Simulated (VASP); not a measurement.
Runs of VASP 6.6.1 on CaSe. The structure is that of space group Fm-3m (No. 225), or close to it. The cells are those of the table. 

```csv
cell,gap on the mesh (eV),pressure (GPa)
"a = 4.138 Å, angles 60.0°, 2 atoms",(c),0.7
"a = 4.222 Å, angles 60.0°, 2 atoms",1.99,-2.2
"a = 4.262 Å, angles 60.0°, 2 atoms",2.06,-3.4
"a = 4.180 Å, angles 60.0°, 2 atoms",1.92,-0.9
"a = 4.095 Å, angles 60.0°, 2 atoms",(b),(a)
```

Alike in all rows: task single point; level PBEsol; potentials or basis VASP PAW PBE potentials, release 64 (Ca_sv, Se); no spin polarisation; k mesh 6 × 6 × 6; cutoff (eV) 520; smearing gaussian 0.01 eV.

Estimate the missing entries.

(a) 2.5; (b) 1.75; (c) 1.84.

Caveats: the PAW data sets were made with another functional, which shifts forces and pressure a little.

A k mesh can miss the band edges, and the runs leave out spin-orbit coupling on Se.
